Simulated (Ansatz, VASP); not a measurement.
# Rh in VASP and in Ansatz

```
Rh
1.0
     1.91505   -1.91505    0.00000
     1.91505    0.00000   -1.91505
     7.66021    7.66021    7.66021
Rh
6
Direct
  0.66667 0.66667 0.16667
  0.00000 0.00000 0.00000
  0.33333 0.33333 0.33333
  0.66667 0.66667 0.66667
  0.00000 0.00000 0.50000
  0.33333 0.33333 0.83333
```

Alike in both runs: task single point; functional PBE; k mesh 18 × 18 × 4; occupations gaussian, width 0.15 eV; no spin polarisation.

```csv
,VASP,Ansatz
version,VASP 6.6.1,Ansatz 0.2.0
potentials or method,"VASP PAW PBE potentials, release 64 (Rh_pv), cutoff 520 eV","scalar-relativistic, plane waves, PAW"
valence electrons in the cell,90,102
```

Ansatz gave:

```
gap on the k mesh at the Fermi level (eV) : none
pressure (GPa)                            : 0.1
```

**Question.** Estimate VASP's values.

**Answer.** gap on the k mesh at the Fermi level (eV): none; pressure (GPa): 0.2.

A gap of «none» marks a metal or a gap that the smearing closes. VASP's potentials hold 90 valence electrons a cell and Ansatz's 102, so a difference there can come from the potentials and not from the codes.
